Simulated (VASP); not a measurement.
# BiTe (R-3m) in VASP: further runs

BiTe is run at these levels: PBE; tasks: single point.

Everything below comes from runs of VASP 6.6.1. Logs are shortened: lines on timing, memory, paths and dates and some standing lists are left out, and cuts for length are marked.

## 1. The cell of the first run

The structure is trigonal, space group R-3m (No. 166). The conventional cell has a = 4.845 Å, b = 4.845 Å, c = 9.703 Å, α = 90.00°, β = 90.00°, γ = 120.00°. Within 4.3 Å of Bi (site symmetry -3m) lie 6 Te at 3.23 Å and 6 Bi at 4.28 Å. Te (site symmetry -3m) has 6 Bi at 3.23 Å and 6 Te at 4.28 Å within 4.3 Å.

## 2. Single point, PBE (strain +0.000 along x and y, -0.025 along z)

INCAR reads:

```
  ALGO = Normal
  EDIFF = 1E-6
  ENCUT = 520
  GGA = PE
  ISIF = 2
  ISMEAR = 0
  LASPH = True
  LCHARG = True
  LELF = True
  LREAL = False
  LVHAR = True
  LWAVE = False
  NBANDS = 18
  NELM = 100
  PREC = Accurate
  SIGMA = 0.15
```

KPOINTS reads:

```
k-points
0
Gamma
  12 12 12
```

POSCAR reads:

```
BiTe
1.0
    2.4227077728      1.3987509848      3.2343596556
   -2.4227077728      1.3987509848      3.2343596556
    0.0000000000     -2.7975019696      3.2343596556
Bi Te
1 1
Direct
    0.5000000000      0.5000000000      0.5000000000
    0.0000000000      0.0000000000      0.0000000000
```

Potentials or basis: VASP PAW PBE potentials, release 64 (Bi_d, Te).

Command:

```bash
$ cat potpaw_PBE.64/Bi_d/POTCAR potpaw_PBE.64/Te/POTCAR > POTCAR
$ mpirun -np 1 vasp_std > vasp.out
```

OUTCAR:

```text
EDIFF = 1E-6
   ENCUT = 520
   GGA = PE
   ISIF = 2
   ISMEAR = 0
   LASPH = True
   LREAL = False
   NELM = 100
   PREC = Accurate

 ion  position               nearest neighbor table
   1  0.500  0.500  0.500-   2 3.23   2 3.23   2 3.23   2 3.23   2 3.23   2 3.23
   2  0.000  0.000  0.000-   1 3.23   1 3.23   1 3.23   1 3.23   1 3.23   1 3.23

  LATTYP: Found a trigonal (rhomboedric) cell.
 ALAT       =     4.2763418539
 COS(alpha) =     0.3580706548

  Lattice vectors:

 A1 = (   2.4227077728,   1.3987509848,   3.2343596556)
 A2 = (  -2.4227077728,   1.3987509848,   3.2343596556)
 A3 = (   0.0000000000,  -2.7975019696,   3.2343596556)

Analysis of symmetry for initial positions (statically):
=====================================================================
 Subroutine PRICEL returns:
 Original cell was already a primitive cell.

 Routine SETGRP: Setting up the symmetry group for a
 trigonal (rhombohedral) supercell.

 Subroutine GETGRP returns: Found 12 space group operations
 (whereof 12 operations were pure point group operations)
 out of a pool of 12 trial point group operations.

The static configuration has the point symmetry D_3d.

Analysis of symmetry for dynamics (positions and initial velocities):
=====================================================================
 Subroutine PRICEL returns:
 Original cell was already a primitive cell.

 Routine SETGRP: Setting up the symmetry group for a
 trigonal (rhombohedral) supercell.

 Subroutine GETGRP returns: Found 12 space group operations
 (whereof 12 operations were pure point group operations)
 out of a pool of 12 trial point group operations.

The dynamic configuration has the point symmetry D_3d.

 Subroutine INISYM returns: Found 12 space group operations
 (whereof 12 operations are pure point group operations),
 and found     1 'primitive' translations

----------------------------------------------------------------------------------------

                                     Primitive cell

  volume of cell :      65.7629

  direct lattice vectors                    reciprocal lattice vectors
     2.422707773  1.398750985  3.234359656     0.206380648  0.119153923  0.103060070
    -2.422707773  1.398750985  3.234359656    -0.206380648  0.119153923  0.103060070
     0.000000000 -2.797501970  3.234359656     0.000000000 -0.238307845  0.103060070

  length of vectors
     4.276341854  4.276341854  4.276341854     0.259638224  0.259638224  0.259638224

  position of ions in fractional coordinates (direct lattice)
     0.500000000  0.500000000  0.500000000
     0.000000000  0.000000000  0.000000000

  ion indices of the primitive-cell ions
   primitive index   ion index
                 1           1
                 2           2

----------------------------------------------------------------------------------------

 KPOINTS: k-points

Automatic generation of k-mesh.
 Grid dimensions read from file:
 generate k-points for:   12   12   12

 Generating k-lattice:

  Cartesian coordinates                     Fractional coordinates (reciprocal lattice)
     0.017198387  0.009929494  0.008588339     0.083333333 -0.000000000  0.000000000
    -0.017198387  0.009929494  0.008588339    -0.000000000  0.083333333  0.000000000
     0.000000000 -0.019858987  0.008588339     0.000000000  0.000000000  0.083333333

  Length of vectors
     0.021636519  0.021636519  0.021636519

  Shift w.r.t. Gamma in fractional coordinates (k-lattice)
     0.000000000  0.000000000  0.000000000

 Subroutine IBZKPT returns following result:
 ===========================================

 Found    189 irreducible k-points:

 Following reciprocal coordinates:
            Coordinates               Weight
  0.000000  0.000000  0.000000      1.000000
  0.083333 -0.000000 -0.000000      6.000000
  0.166667 -0.000000 -0.000000      6.000000
  0.250000 -0.000000 -0.000000      6.000000
  0.333333 -0.000000 -0.000000      6.000000
  0.416667 -0.000000 -0.000000      6.000000
[... 16 lines left out ...]
  0.500000  0.166667  0.000000     12.000000
 -0.416667  0.166667  0.000000     12.000000
 [... further k-points ...]
   k-points           NKPTS =    189   k-points in BZ     NKDIM =    189   number of bands    NBANDS=     18
   number of dos      NEDOS =    301   number of ions     NIONS =      2
   total plane-waves  NPLWV =  32768
   dimension x,y,z NGX =    32 NGY =   32 NGZ =   32
   dimension x,y,z NGXF=    64 NGYF=   64 NGZF=   64
   ions per type =               1   1
   NGX,Y,Z   is equivalent  to a cutoff of  12.44, 12.44, 12.44 a.u.
   NGXF,Y,Z  is equivalent  to a cutoff of  24.88, 24.88, 24.88 a.u.
 SYSTEM =  unknown system
   PREC   = accura    normal or accurate (medium, high low for compatibility)
   ISTART =      0    job   : 0-new  1-cont  2-samecut
   ICHARG =      2    charge: 1-file 2-atom 10-const
   ISPIN  =      1    spin polarized calculation?
   LNONCOLLINEAR =      F non collinear calculations
   LSORBIT =      F    spin-orbit coupling
   LASPH  =      T    aspherical Exc in radial PAW
   ENCUT  =  520.0 eV  38.22 Ry    6.18 a.u.   7.95  7.95  7.95*2*pi/ulx,y,z
   NELM   =    100;   NELMIN=  2; NELMDL= -5     # of ELM steps
   EDIFF  = 0.1E-05   stopping-criterion for ELM
   LREAL  =      F    real-space projection
   EDIFFG = 0.1E-04   stopping-criterion for IOM
   NSW    =      0    number of steps for IOM
   IBRION =     -1    ionic relax: 0-MD 1-quasi-New 2-CG
   NFREE  =      0    steps in history (QN), initial steepest desc. (CG)
   ISIF   =      2    stress and relaxation
   ISYM   =      2    0-nonsym 1-usesym 2-fastsym
   POTIM  = 0.5000    time-step for ionic-motion
   TEBEG  =    0.0;   TEEND  =   0.0 temperature during run
   PSTRESS=    0.0 pullay stress
   NELECT =      21.0000    total number of electrons
   NUPDOWN=      -1.0000    fix difference up-down
   EMIN   =  10.00;   EMAX   =-10.00  energy-range for DOS
   EFERMI =   0.00;   METHOD = LEGACY
   ISMEAR =     0;   SIGMA  =   0.15  broadening in eV -4-tet -1-fermi 0-gaus
   EFERMI_NEDOS =   21; number of points for ismear=-14 and -15
   IALGO  =     38    algorithm
   IMIX   =      4    mixing-type and parameters
     AMIX     =   0.40;   BMIX     =  1.00
     AMIX_MAG =   1.60;   BMIX_MAG =  1.00
  volume/ion in A,a.u.               =      32.88       221.89
  Fermi-wavevector in a.u.,A,eV,Ry     =   1.118976  2.114559 17.035966  1.252108
  Thomas-Fermi vector in A             =   2.255612
   LORBIT       =      0    0 simple, 1 ext, 2 COOP (PROOUT), +10 PAW based schemes
   GGA     = PE    functional components
   LHFCALC =     F    Hartree Fock is set to
   AEXX    =    0.0000 exact exchange contribution
   IVDW    =     0    specifies the selected vdW correction
   LEPSILON=     F    determine dielectric tensor
   LRPA    =     F    only Hartree local field effects (RPA)
 non-spin polarized calculation
 Gauss-broadening in eV      SIGMA  =   0.15
  energy-cutoff  :      520.00
  volume of cell :       65.76
 maximum number of plane-waves:      1786
   NGX = 15   NGY = 15   NGZ = 15

 number of electron      21.0000000 magnetization

 Free energy of the ion-electron system (eV)
  ---------------------------------------------------
  ext. energy  EPLUGINS =         0.00000000
  ---------------------------------------------------
  free energy    TOTEN  =        -7.18329730 eV

  energy without entropy =       -7.17002686  energy(sigma->0) =       -7.17666208

 E-fermi :   6.9644     XC(G=0):  -9.5976

 val. band max:        6.9551946825   @ k =  -0.4167   0.1667   0.0000
 cond. band min:       6.9696255426   @ k =   0.4167   0.1667   0.0833
 fundamental gap:      0.0144308601
 Fermi energy:         6.9643812543

 k-point     1 :       0.0000    0.0000    0.0000
  band No.  band energies     occupation
      1     -16.2748      2.00000
      2     -16.2748      2.00000
      3     -16.2630      2.00000
      4     -16.2630      2.00000
      5     -16.2460      2.00000
      6      -6.6642      2.00000
[... 10 lines left out ...]
     17      13.9530      0.00000
     18      13.9541      0.00000

 k-point     2 :       0.0833   -0.0000   -0.0000
  band No.  band energies     occupation
      1     -16.2747      2.00000
      2     -16.2747      2.00000
      3     -16.2635      2.00000
      4     -16.2625      2.00000
      5     -16.2459      2.00000
      6      -6.6035      2.00000
[... 10 lines left out ...]
     17      13.8145      0.00000
     18      14.2227      0.00000

 k-point     3 :       0.1667   -0.0000   -0.0000
  band No.  band energies     occupation
      1     -16.2745      2.00000
      2     -16.2743      2.00000
      3     -16.2647      2.00000
      4     -16.2609      2.00000
      5     -16.2455      2.00000
      6      -6.4222      2.00000
[... 10 lines left out ...]
     17      14.6314      0.00000
     18      15.0284      0.00000

 k-point     4 :       0.2500   -0.0000   -0.0000
  band No.  band energies     occupation
      1     -16.2745      2.00000
      2     -16.2739      2.00000
      3     -16.2661      2.00000
      4     -16.2588      2.00000
      5     -16.2447      2.00000
      6      -6.1233      2.00000
[... 375 lines left out ...]
      4     -16.2541      2.00000
      5     -16.2425      2.00000
      6      -5.3414      2.00000
[... 10 lines left out ...]
     17      16.3478      0.00000
     18      16.7765      0.00000

 k-point    23 :       0.5000    0.1667    0.0000
  band No.  band energies     occupation
      1     -16.2771      2.00000
      2     -16.2738      2.00000
      3     -16.2662      2.00000
      4     -16.2541      2.00000
      5     -16.2418      2.00000
      6      -4.8406      2.00000
[... 10 lines left out ...]
     17      16.7438      0.00000
     18      17.6081      0.00000

 k-point    24 :      -0.4167    0.1667    0.0000
  band No.  band energies     occupation
      1     -16.2760      2.00000
      2     -16.2743      2.00000
      3     -16.2661      2.00000
      4     -16.2547      2.00000
      5     -16.2423      2.00000
      6      -4.7058      2.00000
[... 10 lines left out ...]
     17      15.9896      0.00000
     18      16.9257      0.00000

 [... further k-points ...]

------------------------ aborting loop because EDIFF is reached ----------------------------------------

  FORCE on cell =-STRESS in cart. coord.  units (eV):
  Direction    XX          YY          ZZ          XY          YZ          ZX
  --------------------------------------------------------------------------------------
  -------------------------------------------------------------------------------------
  Total        0.3512625      0.3512625      0.4274316     -0.0000000      0.0000000      0.0000000
  in kB        8.5577841      8.5577841     10.4134869     -0.0000000      0.0000000      0.0000000
  external PRESSURE =       9.1763517 kB  Pullay stress =       0.0000000 kB

 VOLUME and BASIS-vectors are now :
 -----------------------------------------------------------------------------
  energy-cutoff  :      520.00
  volume of cell :       65.76
      direct lattice vectors                 reciprocal lattice vectors
     2.422707773  1.398750985  3.234359656     0.206380648  0.119153923  0.103060070
    -2.422707773  1.398750985  3.234359656    -0.206380648  0.119153923  0.103060070
     0.000000000 -2.797501970  3.234359656     0.000000000 -0.238307845  0.103060070

 POSITION                                       TOTAL-FORCE (eV/Angst)
 -----------------------------------------------------------------------------------
      0.00000      0.00000      4.85154         0.000000     -0.000000     -0.000000
      0.00000      0.00000      0.00000        -0.000000      0.000000      0.000000
 -----------------------------------------------------------------------------------
    total drift:                               -0.000000      0.000000     -0.000000

  FREE ENERGIE OF THE ION-ELECTRON SYSTEM (eV)
  ---------------------------------------------------
  free  energy   TOTEN  =        -7.1832973007 eV

  energy  without entropy=       -7.1700268564  energy(sigma->0) =       -7.17666208
```

It took 78 s on 1 thread of AMD EPYC 9R45 (Zen 5), shared host; peak memory 0.31 GiB.

What came out:

- Free energy: -7.1833 eV
- Pressure: 0.9 GPa
- Band gap on the k mesh: zero (an odd number of electrons rules out a gap without spin polarisation)

Levels at points of the mesh, in eV from the Fermi level:
| k point | band 6 | band 7 | band 8 | band 9 | band 10 | band 11 | band 12 | band 13 | band 14 | band 15 |
| --- | --- | --- | --- | --- | --- | --- | --- | --- | --- | --- |
| (0.00, 0.00, 0.00) | -13.63 | -8.22 | -3.01 | -3.01 | -1.54 | 1.93 | 2.66 | 2.66 | 3.96 | 3.96 |
| (0.50, 0.00, 0.00) | -11.66 | -11.44 | -1.87 | -1.85 | -0.99 | -0.91 | -0.60 | 0.48 | 6.62 | 6.75 |
| (0.50, 0.50, 0.00) | -11.75 | -9.97 | -5.74 | -4.65 | -3.25 | 2.41 | 3.06 | 3.67 | 4.65 | 8.15 |
| (0.50, 0.50, 0.50) | -11.25 | -10.94 | -2.46 | -2.46 | -2.34 | -1.69 | -1.39 | -1.39 | 8.21 | 8.78 |

Caveat: the cell differs from its parent crystal (strain +0.000 along x and y, -0.025 along z); spin-orbit coupling is left out, which moves the levels of the heavy elements; an odd number of electrons without spin polarisation forces a metal; a magnetic or distorted state may lie lower.

## 3. Single point, PBE (strain -0.025 along x and y, +0.025 along z)

INCAR reads:

```
PREC     = Accurate       # precision mode
ENCUT    = 520            # plane-wave cutoff, eV
EDIFF    = 1E-6           # SCF threshold, eV
ISMEAR   = 0              # smearing method
SIGMA    = 0.15           # smearing width, eV
LREAL    = False          # projectors in reciprocal space
LASPH    = True           # aspherical terms in the spheres
NELM     = 80             # most SCF steps
ALGO     = Normal         # electronic algorithm
ISIF     = 2              # what is computed and relaxed
LWAVE    = False          # write WAVECAR
LCHARG   = True           # write CHGCAR
GGA      = PE             # functional
LELF     = True           # ELF
LVHAR    = True         
NBANDS   = 18             # bands
```

KPOINTS reads:

```
regular mesh
0
Gamma
  12 12 12
```

POSCAR reads:

```
BiTe
1.0
    2.3621400785      1.3637822102      3.4002242534
   -2.3621400785      1.3637822102      3.4002242534
    0.0000000000     -2.7275644204      3.4002242534
Bi Te
1 1
Direct
    0.5000000000      0.5000000000      0.5000000000
    0.0000000000      0.0000000000      0.0000000000
```

Potentials or basis: VASP PAW PBE potentials, release 64 (Bi_d, Te).

Command:

```bash
$ cat potpaw_PBE.64/Bi_d/POTCAR potpaw_PBE.64/Te/POTCAR > POTCAR
$ mpirun -np 1 vasp_std > vasp.out
```

Run time: 69 s. Hardware: 1 thread of AMD EPYC 9R45 (Zen 5), shared host; peak memory 0.32 GiB.

The run converged. Its results:

```
Free energy            : -7.1728 eV
Pressure               : 1.7 GPa
Band gap on the k mesh : zero (an odd number of electrons rules out a gap without spin polarisation)
```

Stress tensor (GPa, compression positive):
```
1.98 0.00 0.00
0.00 1.98 0.00
0.00 0.00 1.22
```

Levels at points of the mesh, in eV from the Fermi level:
| k point | band 7 | band 8 | band 9 | band 10 | band 11 | band 12 | band 13 | band 14 |
| --- | --- | --- | --- | --- | --- | --- | --- | --- |
| (0.00, 0.00, 0.00) | -8.14 | -2.95 | -2.95 | -1.92 | 1.96 | 2.42 | 2.42 | 4.14 |
| (0.50, 0.00, 0.00) | -11.45 | -1.99 | -1.88 | -1.25 | -0.94 | -0.70 | 0.01 | 6.95 |
| (0.50, 0.50, 0.00) | -10.00 | -5.85 | -4.54 | -3.68 | 2.20 | 3.35 | 3.74 | 4.91 |
| (0.50, 0.50, 0.50) | -11.14 | -2.35 | -2.35 | -2.12 | -1.43 | -1.18 | -1.18 | 7.83 |

Caveat: the cell differs from its parent crystal (strain -0.025 along x and y, +0.025 along z); spin-orbit coupling is left out, which moves the levels of the heavy elements; an odd number of electrons without spin polarisation forces a metal; a magnetic or distorted state may lie lower.
